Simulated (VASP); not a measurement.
Crystal: AlNi.

```
CELL_PARAMETERS angstrom
2.88100 0.00000 0.00000
0.00000 2.88100 0.00000
0.00000 0.00000 2.88100
ATOMIC_POSITIONS crystal
Al 0.00000 0.00000 0.00000
Ni 0.50000 0.50000 0.50000
```

* Program: VASP 6.6.1
* Task: relaxation of cell and atoms
* Functional: PBEsol
* Potentials or basis: VASP PAW PBE potentials, release 64 (Al, Ni)
* Cutoff: 600 eV
* k mesh: 14 × 14 × 14
* Occupations: gaussian, width 0.1 eV
* Spin: no spin polarisation

At the start: pressure -3.1 GPa; volume 11.96 Å³/atom.

Task: How do energy, volume and symmetry change on relaxing?

Result: Over 3 steps the energy falls by 2.2 meV/atom and the volume is 11.73 Å³/atom (-1.9 %); space group Pm-3m (No. 221, to 0.05 Å).

The path:
```
step  energy change (eV)  largest force (eV/Å)  pressure (GPa)  volume (Å³)
   1              0.0000                0.0000           -3.14        23.91
   2             -0.0015                0.0000            2.69        23.11
   3             -0.0045                0.0000            0.00        23.47
```

Final structure:
```cif
data_structure
_symmetry_space_group_name_H-M 'P 1'
_symmetry_Int_Tables_number 1
_cell_length_a 2.8629
_cell_length_b 2.8629
_cell_length_c 2.8629
_cell_angle_alpha 90.000
_cell_angle_beta 90.000
_cell_angle_gamma 90.000
_cell_volume 23.47
loop_
_atom_site_label
_atom_site_type_symbol
_atom_site_fract_x
_atom_site_fract_y
_atom_site_fract_z
_atom_site_occupancy
Al1 Al 0.00000 0.00000 0.00000 1
Ni1 Ni 0.50000 0.50000 0.50000 1
```

Caveat: the PAW data sets were made with another functional, which shifts forces and pressure a little.
